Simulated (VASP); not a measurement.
A run of VASP 6.6.1:

The input POSCAR:

```
HgTe
1.0
    0.0000000000      3.1800000000      3.1800000000
    3.1800000000      0.0000000000      3.1800000000
    3.1800000000      3.1800000000      0.0000000000
Hg Te
1 1
Direct
    0.0000000000      0.0000000000      0.0000000000
    0.5000000000      0.5000000000      0.5000000000
```

Contents of INCAR.step1:

```
SYSTEM = HgTe
PREC     = Accurate       ! precision mode
ENCUT    = 520            ! plane-wave cutoff, eV
EDIFF    = 1E-5           ! SCF threshold, eV
ISMEAR   = -1             ! smearing method
SIGMA    = 0.05           ! smearing width, eV
LREAL    = .False.        ! projectors in reciprocal space
LASPH    = .True.         ! aspherical terms in the spheres
NELM     = 80             ! most SCF steps
ALGO     = Normal         ! electronic algorithm
ISIF     = 2              ! what is computed and relaxed
LWAVE    = .True.         ! write WAVECAR
GGA      = PE             ! functional
NBANDS   = 16             ! bands
```

INCAR.step2

```
SYSTEM = HgTe
PREC     = Accurate       ! precision mode
ENCUT    = 520            ! plane-wave cutoff, eV
EDIFF    = 1E-7           ! SCF threshold, eV
ISMEAR   = -1             ! smearing method
SIGMA    = 0.05           ! smearing width, eV
LREAL    = .False.        ! projectors in reciprocal space
LASPH    = .True.         ! aspherical terms in the spheres
NELM     = 80             ! most SCF steps
ALGO     = Normal         ! electronic algorithm
ISIF     = 2              ! what is computed and relaxed
LWAVE    = .False.        ! write WAVECAR
LCHARG   = .True.         ! write CHGCAR
GGA      = PE             ! functional
LHFCALC  = .True.         ! exact exchange
AEXX     = 0.25           ! exact-exchange fraction
HFSCREEN = 0.3            ! screening, 1/A
PRECFOCK = Normal       
LELF     = .True.         ! ELF
LVHAR    = .True.       
ISTART   = 1            
NBANDS   = 16             ! bands
```

Contents of KPOINTS:

```
regular mesh
0
Gamma
  4 4 4
  0 0 0
```

Potentials or basis: VASP PAW PBE potentials, release 64 (Hg, Te).

Launch:

```console
$ cat potpaw_PBE.64/Hg/POTCAR potpaw_PBE.64/Te/POTCAR > POTCAR
$ cp INCAR.step1 INCAR
$ mpirun -np 1 vasp_std > vasp.out
$ cp INCAR.step2 INCAR
$ mpirun -np 1 vasp_std > vasp.out
```

Hardware: 1 thread of Intel(R) Xeon(R) Platinum 8488C (Sapphire Rapids), with other jobs on the host.

Question: Estimate the wall time of this run.

Answer: Run time: 14 min on 1 thread of Intel(R) Xeon(R) Platinum 8488C (Sapphire Rapids), with other jobs on the host, peak memory 0.32 GiB. Counts: k points 8.
